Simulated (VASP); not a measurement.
# ZrTi2B3 (P-3m1) in VASP: further runs, part 2 of 2

VASP 6.6.1. The steps go on from the part before.

### Step 4. Single point, PBE

This run uses another cell than the first one, of 12.66 Å³/atom, 1.003 times its volume.

Input file INCAR:

```
PREC = Accurate ; ENCUT = 520
EDIFF = 1E-7 ; ISMEAR = 0
SIGMA = 0.1 ; LREAL = False
LASPH = True ; NELM = 60
ALGO = Normal ; ISIF = 2
LWAVE = False ; LCHARG = False
GGA = PE ; NBANDS = 32
```

Input file KPOINTS:

```
regular mesh
0
Gamma
  12 12 4
```

Input file POSCAR:

```
ZrTi2B3
1.0
    3.3252566650      0.0000000000      0.0000000000
   -1.6626283325      2.8797567460      0.0000000000
    0.0000000000      0.0000000000      7.9347241536
Zr Ti B
1 2 3
Direct
    0.0000000000      0.0000000000      0.0000000000
    0.3333333333      0.6666666667      0.6576074150
    0.6666666667      0.3333333333      0.3423925850
    0.3333333333      0.6666666667      0.1860972469
    0.6666666667      0.3333333333      0.8139027531
    0.0000000000      0.0000000000      0.5000000000
```

Potentials or basis: VASP PAW PBE potentials, release 64 (Zr_sv, Ti_sv, B).

Command:

```
cat potpaw_PBE.64/Zr_sv/POTCAR potpaw_PBE.64/Ti_sv/POTCAR potpaw_PBE.64/B/POTCAR > POTCAR
mpirun -np 1 vasp_std > vasp.out
```

OUTCAR:

```text
PREC = Accurate
   ENCUT = 520
   EDIFF = 1E-7
   ISMEAR = 0
   LREAL = False
   LASPH = True
   NELM = 60
   ISIF = 2
   GGA = PE

 ion  position               nearest neighbor table
   1  0.000  0.000  0.000-   4 2.42   5 2.42   5 2.42   4 2.42   5 2.42   4 2.42   2 3.33   3 3.33
                             2 3.33   3 3.33   3 3.33   2 3.33
   2  0.333  0.667  0.658-   5 2.29   5 2.29   5 2.29   6 2.29   6 2.29   6 2.29   1 3.33   1 3.33
                             1 3.33
   3  0.667  0.333  0.342-   4 2.29   4 2.29   4 2.29   6 2.29   6 2.29   6 2.29   1 3.33   1 3.33
                             1 3.33
   4  0.333  0.667  0.186-   3 2.29   3 2.29   3 2.29   1 2.42   1 2.42   1 2.42
   5  0.667  0.333  0.814-   2 2.29   2 2.29   2 2.29   1 2.42   1 2.42   1 2.42
   6  0.000  0.000  0.500-   2 2.29   3 2.29   3 2.29   2 2.29   3 2.29   2 2.29

  LATTYP: Found a hexagonal cell.
 ALAT       =     3.3252566650
 C/A-ratio  =     2.3861990075

  Lattice vectors:

 A1 = (   3.3252566650,   0.0000000000,   0.0000000000)
 A2 = (  -1.6626283325,   2.8797567460,   0.0000000000)
 A3 = (   0.0000000000,   0.0000000000,   7.9347241536)

Analysis of symmetry for initial positions (statically):
=====================================================================
 Subroutine PRICEL returns:
 Original cell was already a primitive cell.

 Routine SETGRP: Setting up the symmetry group for a
 hexagonal supercell.

 Subroutine GETGRP returns: Found 12 space group operations
 (whereof 12 operations were pure point group operations)
 out of a pool of 24 trial point group operations.

The static configuration has the point symmetry D_3d.

Analysis of symmetry for dynamics (positions and initial velocities):
=====================================================================
 Subroutine PRICEL returns:
 Original cell was already a primitive cell.

 Routine SETGRP: Setting up the symmetry group for a
 hexagonal supercell.

 Subroutine GETGRP returns: Found 12 space group operations
 (whereof 12 operations were pure point group operations)
 out of a pool of 24 trial point group operations.

The dynamic configuration has the point symmetry D_3d.

 Subroutine INISYM returns: Found 12 space group operations
 (whereof 12 operations are pure point group operations),
 and found     1 'primitive' translations

----------------------------------------------------------------------------------------

                                     Primitive cell

  volume of cell :      75.9824

  direct lattice vectors                    reciprocal lattice vectors
     3.325256665  0.000000000  0.000000000     0.300728666  0.173625776  0.000000000
    -1.662628332  2.879756746  0.000000000     0.000000000  0.347251552  0.000000000
     0.000000000  0.000000000  7.934724154     0.000000000  0.000000000  0.126028326

  length of vectors
     3.325256665  3.325256665  7.934724154     0.347251552  0.347251552  0.126028326

  position of ions in fractional coordinates (direct lattice)
     0.000000000  0.000000000  0.000000000
     0.333333333  0.666666667  0.657607415
     0.666666667  0.333333333  0.342392585
[... 40 lines left out ...]
            Coordinates               Weight
  0.000000  0.000000  0.000000      1.000000
  0.083333 -0.000000  0.000000      6.000000
  0.166667  0.000000  0.000000      6.000000
  0.250000  0.000000  0.000000      6.000000
  0.333333 -0.000000  0.000000      6.000000
  0.416667  0.000000  0.000000      6.000000
[... 16 lines left out ...]
  0.166667  0.000000  0.250000      6.000000
  0.000000  0.166667  0.250000      6.000000
 [... further k-points ...]
   k-points           NKPTS =     69   k-points in BZ     NKDIM =     69   number of bands    NBANDS=     32
   number of dos      NEDOS =    301   number of ions     NIONS =      6
   total plane-waves  NPLWV =  47040
   dimension x,y,z NGX =    28 NGY =   28 NGZ =   60
   dimension x,y,z NGXF=    56 NGYF=   56 NGZF=  120
   ions per type =               1   2   3
   NGX,Y,Z   is equivalent  to a cutoff of  14.00, 14.00, 12.57 a.u.
   NGXF,Y,Z  is equivalent  to a cutoff of  28.00, 28.00, 25.14 a.u.
 SYSTEM =  unknown system
   PREC   = accura    normal or accurate (medium, high low for compatibility)
   ISTART =      0    job   : 0-new  1-cont  2-samecut
   ICHARG =      2    charge: 1-file 2-atom 10-const
   ISPIN  =      1    spin polarized calculation?
   LNONCOLLINEAR =      F non collinear calculations
   LSORBIT =      F    spin-orbit coupling
   LASPH  =      T    aspherical Exc in radial PAW
   ENCUT  =  520.0 eV  38.22 Ry    6.18 a.u.   6.18  6.18 14.75*2*pi/ulx,y,z
   NELM   =     60;   NELMIN=  2; NELMDL= -5     # of ELM steps
   EDIFF  = 0.1E-06   stopping-criterion for ELM
   LREAL  =      F    real-space projection
   EDIFFG = 0.1E-05   stopping-criterion for IOM
   NSW    =      0    number of steps for IOM
   IBRION =     -1    ionic relax: 0-MD 1-quasi-New 2-CG
   NFREE  =      0    steps in history (QN), initial steepest desc. (CG)
   ISIF   =      2    stress and relaxation
   ISYM   =      2    0-nonsym 1-usesym 2-fastsym
   POTIM  = 0.5000    time-step for ionic-motion
   TEBEG  =    0.0;   TEEND  =   0.0 temperature during run
   PSTRESS=    0.0 pullay stress
   NELECT =      45.0000    total number of electrons
   NUPDOWN=      -1.0000    fix difference up-down
   EMIN   =  10.00;   EMAX   =-10.00  energy-range for DOS
   EFERMI =   0.00;   METHOD = LEGACY
   ISMEAR =     0;   SIGMA  =   0.10  broadening in eV -4-tet -1-fermi 0-gaus
   EFERMI_NEDOS =   21; number of points for ismear=-14 and -15
   IALGO  =     38    algorithm
   IMIX   =      4    mixing-type and parameters
     AMIX     =   0.40;   BMIX     =  1.00
     AMIX_MAG =   1.60;   BMIX_MAG =  1.00
  volume/ion in A,a.u.               =      12.66        85.46
  Fermi-wavevector in a.u.,A,eV,Ry     =   1.374806  2.598007 25.716254  1.890091
  Thomas-Fermi vector in A             =   2.500199
   LORBIT       =      0    0 simple, 1 ext, 2 COOP (PROOUT), +10 PAW based schemes
   GGA     = PE    functional components
   LHFCALC =     F    Hartree Fock is set to
   AEXX    =    0.0000 exact exchange contribution
   IVDW    =     0    specifies the selected vdW correction
   LEPSILON=     F    determine dielectric tensor
   LRPA    =     F    only Hartree local field effects (RPA)
 non-spin polarized calculation
 Gauss-broadening in eV      SIGMA  =   0.10
  energy-cutoff  :      520.00
  volume of cell :       75.98
 maximum number of plane-waves:      2070
 NGX is ok and might be reduce to    28
   NGX = 13   NGY = 13   NGZ = 29

 number of electron      44.9999995 magnetization

 Free energy of the ion-electron system (eV)
  ---------------------------------------------------
  ext. energy  EPLUGINS =         0.00000000
  ---------------------------------------------------
  free energy    TOTEN  =       -46.21168678 eV

  energy without entropy =      -46.19534948  energy(sigma->0) =      -46.20351813

 E-fermi :   7.3424     XC(G=0): -11.7583

 val. band max:        7.3421049342   @ k =  -0.1667   0.4167   0.2500
 cond. band min:       7.3478237090   @ k =   0.3333   0.3333   0.0000
 fundamental gap:      0.0057187748
 Fermi energy:         7.3423749282

 k-point     1 :       0.0000    0.0000    0.0000
  band No.  band energies     occupation
      1     -48.5662      2.00000
      2     -48.5421      2.00000
      3     -40.0626      2.00000
      4     -24.9020      2.00000
      5     -24.7545      2.00000
      6     -24.7545      2.00000
[... 829 lines left out ...]
     31      12.0065      0.00000
     32      12.1474      0.00000

 [... further k-points ...]

------------------------ aborting loop because EDIFF is reached ----------------------------------------

  FORCE on cell =-STRESS in cart. coord.  units (eV):
  Direction    XX          YY          ZZ          XY          YZ          ZX
  --------------------------------------------------------------------------------------
  -------------------------------------------------------------------------------------
  Total        0.0274898      0.0274898      0.0362742     -0.0000000      0.0000000     -0.0000000
  in kB        0.5796549      0.5796549      0.7648850     -0.0000000      0.0000000     -0.0000000
  external PRESSURE =       0.6413982 kB  Pullay stress =       0.0000000 kB

 VOLUME and BASIS-vectors are now :
 -----------------------------------------------------------------------------
  energy-cutoff  :      520.00
  volume of cell :       75.98
      direct lattice vectors                 reciprocal lattice vectors
     3.325256665  0.000000000  0.000000000     0.300728666  0.173625776  0.000000000
    -1.662628332  2.879756746  0.000000000     0.000000000  0.347251552  0.000000000
     0.000000000  0.000000000  7.934724154     0.000000000  0.000000000  0.126028326

 POSITION                                       TOTAL-FORCE (eV/Angst)
 -----------------------------------------------------------------------------------
      0.00000      0.00000      0.00000         0.000000      0.000000     -0.000000
     -0.00000      1.91984      5.21793         0.000000     -0.000000     -0.004279
      1.66263      0.95992      2.71679        -0.000000      0.000000      0.004279
     -0.00000      1.91984      1.47663         0.000000      0.000000      0.003007
      1.66263      0.95992      6.45809         0.000000     -0.000000     -0.003007
      0.00000      0.00000      3.96736         0.000000      0.000000     -0.000000
 -----------------------------------------------------------------------------------
    total drift:                                0.000000      0.000000     -0.000000

  FREE ENERGIE OF THE ION-ELECTRON SYSTEM (eV)
  ---------------------------------------------------
  free  energy   TOTEN  =       -46.2116867817 eV

  energy  without entropy=      -46.1953494820  energy(sigma->0) =      -46.20351813
```

OSZICAR:

```text
N       E                     dE             d eps       ncg     rms          rms(c)
DAV:   1     0.531829769136E+03    0.53183E+03   -0.21949E+04  4416   0.157E+03
DAV:   2     0.577527146363E+01   -0.52605E+03   -0.50661E+03  4528   0.483E+02
DAV:   3    -0.503816159021E+02   -0.56157E+02   -0.54479E+02  7208   0.141E+02
DAV:   4    -0.552014181955E+02   -0.48198E+01   -0.47996E+01  6400   0.350E+01
DAV:   5    -0.554419561062E+02   -0.24054E+00   -0.24049E+00  6144   0.706E+00    0.276E+01
DAV:   6    -0.465879701273E+02    0.88540E+01   -0.56281E+01  6216   0.479E+01    0.854E+00
DAV:   7    -0.467923120216E+02   -0.20434E+00   -0.15143E+01  6472   0.234E+01    0.696E+00
DAV:   8    -0.462067631420E+02    0.58555E+00   -0.34195E+00  6592   0.833E+00    0.369E+00
DAV:   9    -0.462144920411E+02   -0.77289E-02   -0.48544E-01  7040   0.360E+00    0.141E+00
DAV:  10    -0.462114491541E+02    0.30429E-02   -0.62155E-02  6376   0.172E+00    0.476E-01
DAV:  11    -0.462116223301E+02   -0.17318E-03   -0.12876E-02  6968   0.712E-01    0.157E-01
DAV:  12    -0.462116981700E+02   -0.75840E-04   -0.24940E-03  6280   0.346E-01    0.377E-02
DAV:  13    -0.462116853357E+02    0.12834E-04   -0.18468E-04  6232   0.826E-02    0.142E-02
DAV:  14    -0.462116878930E+02   -0.25574E-05   -0.80940E-06  6104   0.210E-02    0.543E-03
DAV:  15    -0.462116869079E+02    0.98513E-06   -0.14495E-06  6256   0.773E-03    0.391E-03
DAV:  16    -0.462116867274E+02    0.18047E-06   -0.48376E-07  5880   0.459E-03    0.522E-04
DAV:  17    -0.462116867817E+02   -0.54317E-07   -0.27370E-08  3272   0.991E-04
   1 F= -.46211687E+02 E0= -.46203518E+02  d E =-.163373E-01
```

stdout:

```text
POSCAR found type information on POSCAR ZrTiB
 POSCAR found :  3 types and       6 ions
 scaLAPACK will be used
 LDA part: xc-table for (Slater+PW92), standard interpolation
 POSCAR, INCAR and KPOINTS ok, starting setup
 FFT: planning ... GRIDC
 FFT: planning ... GRID_SOFT
 FFT: planning ... GRID
 WAVECAR not read
 entering main loop
```

Run time: 3.3 min. Hardware: 1 thread of Intel Xeon Platinum 8375C at 2.90GHz (Ice Lake), shared host; peak memory 0.31 GiB.

What came out:

| Item | Value |
| --- | --- |
| Free energy | -46.2117 eV |
| Pressure | 0.1 GPa |
| Largest force | 0.004 eV/Å |

Forces on the atoms (eV/Å):
```
Zr   0.000  0.000  0.000
Ti   0.000  0.000 -0.004
Ti   0.000  0.000  0.004
B    0.000  0.000  0.003
B    0.000  0.000 -0.003
B    0.000  0.000  0.000
```

### Step 5. Single point, PBE

This run uses another cell than the first one, of 12.66 Å³/atom, 1.003 times its volume.

Input file INCAR:

```
SYSTEM = ZrTi2B3
ALGO     = Normal         ! electronic algorithm
EDIFF    = 1E-6           ! SCF threshold, eV
ENCUT    = 520            ! plane-wave cutoff, eV
GGA      = PE             ! functional
ISIF     = 2              ! what is computed and relaxed
ISMEAR   = 0              ! smearing method
LASPH    = .True.         ! aspherical terms in the spheres
LCHARG   = .True.         ! write CHGCAR
LELF     = .True.         ! ELF
LREAL    = .False.        ! projectors in reciprocal space
LVHAR    = .True.       
LWAVE    = .False.        ! write WAVECAR
NBANDS   = 32             ! bands
NELM     = 100            ! most SCF steps
PREC     = Accurate       ! precision mode
SIGMA    = 0.1            ! smearing width, eV
```

Input file KPOINTS:

```
k-points
0
Gamma
  12 12 4
  0 0 0
```

POSCAR is that of step 4.

Command:

```
cat potpaw_PBE.64/Zr_sv/POTCAR potpaw_PBE.64/Ti_sv/POTCAR potpaw_PBE.64/B/POTCAR > POTCAR
mpirun -np 1 vasp_std > vasp.out
```

Wall time 3 min (1 thread of Intel Xeon Platinum 8375C at 2.90GHz (Ice Lake), shared host); peak memory 0.31 GiB.

Results (log left out):

```
Free energy   : -46.2117 eV
Pressure      : 0.1 GPa
Largest force : 0.004 eV/Å
```

Forces on the atoms (eV/Å):
```
Zr   0.000  0.000  0.000
Ti   0.000  0.000 -0.004
Ti   0.000  0.000  0.004
B    0.000  0.000  0.003
B    0.000  0.000 -0.003
B    0.000  0.000  0.000
```

Levels at points of the mesh, in eV from the Fermi level:
```
           k point  band 21  band 22  band 23  band 24  band 25  band 26
(0.00, 0.00, 0.00)    -0.58     1.35     1.35     1.62     2.44     2.44
(0.50, 0.00, 0.00)    -0.71    -0.69    -0.64     1.84     2.19     3.09
(0.00, 0.00, 0.50)     0.51     0.51     0.85     0.85     1.72     1.72
(0.50, 0.00, 0.50)    -0.85    -0.84     0.49     0.58     2.20     2.50
```

### Step 6. The runs side by side

```tsv
task	cell	k mesh	cutoff (eV)	smearing	gap on the mesh (eV)	pressure (GPa)	largest force (eV/Å)
single point	a = 3.354, b = 3.354, c = 7.777 Å, angles 90.0, 90.0, 120.0°, 6 atoms	6 × 6 × 2	520	gaussian 0.2 eV	none	0.3	0.03
relaxation of cell and atoms	relaxed from a = 3.221, b = 3.221, c = 7.821 Å, angles 90.0, 90.0, 120.0°, 6 atoms	6 × 6 × 2	600	gaussian 0.2 eV	none	-0.5	0.07
single point	a = 3.325, b = 3.325, c = 7.935 Å, angles 90.0, 90.0, 120.0°, 6 atoms	12 × 12 × 4	520	gaussian 0.1 eV	none	0.1	-
```

Alike in all rows: level PBE; potentials or basis VASP PAW PBE potentials, release 64 (Zr_sv, Ti_sv, B); no spin polarisation.

Caveats: some runs use coarse meshes; the relaxation stopped at a loose force limit of 0.08 eV/Å, so its end isn't a converged minimum (some runs).

Absolute energies hang on the potentials; compare differences alone.
